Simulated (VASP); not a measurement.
**RbVO2: relaxation of cell and atoms with PBE**

RbVO2:

```
Rb V O
1.0
     2.72403    0.00000    0.00000
     0.00000    2.72403    0.00000
     0.00000    0.00000    7.32528
Rb V O
1 1 2
Cartesian
  0.0000 0.0000 3.6626
  1.3620 1.3620 0.0000
  0.0000 0.0000 6.1953
  0.0000 0.0000 1.1300
```

The cell was generated, and may not be a known phase.

```
Program                : VASP 6.6.1
Task                   : relaxation of cell and atoms
Functional             : PBE
Potentials or basis    : VASP PAW PBE potentials, release 64 (Rb_sv, V_sv, O)
Cutoff                 : 600 eV
k mesh                 : 6 × 6 × 4
Occupations            : gaussian, width 0.1 eV
Spin                   : collinear spin, ferromagnetic start
Starting moments       : [0.0, 0.94, 0.0, 0.0] μB
Dipole correction      : no
Further INCAR settings : ALGO = Normal; EDIFF = 1e-06; IBRION = 2; EDIFFG = -0.04; NSW = 90; ISIF = 3
```

| Quantity | Value |
| --- | --- |
| Relaxed volume | 13.38 Å³/atom |
| Relaxed cell | a = 2.691 Å, b = 2.691 Å, c = 7.388 Å, α = 90.00°, β = 90.00°, γ = 90.00° |
| Space group after relaxing (to 0.1 Å) | P4/mmm (No. 123) |
| Energy gained by relaxing | 5.8 meV/atom |
| Ionic steps | 4 |
| Pressure after relaxing | 0.2 GPa |
| Largest force after relaxing | 0.004 eV/Å |
| Net moment | 0.22 μB per cell |
| Site moments | Rb -0.01; V +0.27; O -0.02 μB |
| Valence electrons inside the program's atomic spheres | Rb 7.49; V 11.25; O 4.95 |

Forces in eV/Å, atoms in the order of the input:
```
Rb   0.000  0.000  0.000
V    0.000  0.000  0.000
O    0.000  0.000  0.004
O    0.000  0.000 -0.004
```

Stress tensor (GPa, compression positive):
```
0.09 0.00 0.00
0.00 0.09 0.00
0.00 0.00 0.39
```

The path:
| step | energy change (eV) | largest force (eV/Å) | pressure (GPa) | volume (Å³) |
| --- | --- | --- | --- | --- |
| 1 | 0.0000 | 0.2248 | -2.10 | 54.36 |
| 2 | -0.0193 | 0.1333 | 1.41 | 52.96 |
| 3 | -0.0213 | 0.1580 | 0.54 | 53.28 |
| 4 | -0.0233 | 0.0044 | 0.19 | 53.52 |

Final structure:
```
Rb V O
1.0
     2.69138    0.00000    0.00000
     0.00000    2.69138    0.00000
     0.00000    0.00000    7.38830
Rb V O
1 1 2
Cartesian
  2.6914 0.0000 3.6941
  1.3457 1.3457 0.0000
  2.6914 2.6914 6.2650
  0.0000 2.6914 1.1233
```

Levels at points of the mesh, in eV from the Fermi level:
Spin up:
```tsv
k point	band 15	band 16	band 17	band 18	band 19	band 20
(0.00, 0.00, 0.00)	-2.20	-2.20	-1.64	0.20	1.18	1.48
(0.50, 0.00, 0.00)	-1.90	-1.37	-1.28	0.77	1.24	1.61
(0.50, 0.50, 0.00)	-4.88	-1.52	-0.84	0.19	2.20	2.36
(0.00, 0.00, 0.50)	-2.28	-2.22	-2.22	0.35	1.18	1.56
(0.50, 0.00, 0.50)	-2.46	-1.43	-1.36	0.77	1.07	1.48
(0.50, 0.50, 0.50)	-4.81	-1.46	-1.36	0.07	2.20	2.53
```
Spin down:
```csv
k point,band 15,band 16,band 17,band 18,band 19,band 20
"(0.00, 0.00, 0.00)",-2.23,-2.23,-1.65,0.78,1.41,1.45
"(0.50, 0.00, 0.00)",-1.89,-1.42,-0.85,0.91,1.33,1.72
"(0.50, 0.50, 0.00)",-4.90,-1.63,-0.86,0.88,2.26,2.43
"(0.00, 0.00, 0.50)",-2.25,-2.25,-2.25,0.94,1.45,1.46
"(0.50, 0.00, 0.50)",-2.45,-1.40,-1.06,0.91,1.17,1.79
"(0.50, 0.50, 0.50)",-4.77,-1.60,-1.38,0.78,2.26,2.68
```

It took 2.1 min on 1 thread of Intel(R) Xeon(R) 6975P-C (Granite Rapids) (shared host), peak memory 0.26 GiB.

Caveat: the k points lie up to 0.39 Å⁻¹ apart in the final cell; a moment this small can come from the mesh or the smearing; semilocal functionals often make such compounds metallic where correlation or magnetic order opens a gap, which also shifts bond lengths. With open d or f shells a metallic result of PBE can be an artefact of self-interaction; +U or a hybrid may open a gap.
